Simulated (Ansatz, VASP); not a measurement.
# SrO in VASP and in Ansatz

```
Sr O
1.0
     0.00000    2.56980    2.56980
     2.56980    0.00000    2.56980
     2.56980    2.56980    0.00000
Sr O
1 1
Cartesian
  0.0000 0.0000 0.0000
  2.5698 2.5698 2.5698
```

Alike in both runs: task electric field gradients; functional PBE; k mesh 8 × 8 × 8; occupations fermi-dirac, width 0.02 eV; non-collinear spin, spin-orbit coupling.

|  | VASP | Ansatz |
| --- | --- | --- |
| version | VASP 6.6.1 | Ansatz 0.2.0 |
| potentials or method | VASP PAW PBE potentials, release 64 (Sr_sv, O) | PAW with Ansatz's default frozen-core files, fully relativistic files with spin-orbit coupling |
| plane-wave cutoff (eV) | 520 | 420 |
| valence electrons in the cell | 16 | 16 |

Ansatz gave:

| Quantity | Value |
| --- | --- |
| pressure (GPa) | 2.9 |
| net moment per atom (μB) | 0.00 |

Question: Estimate VASP's values.

Answer: Pressure (GPa): 3.5; net moment per atom (μB): 0.00.
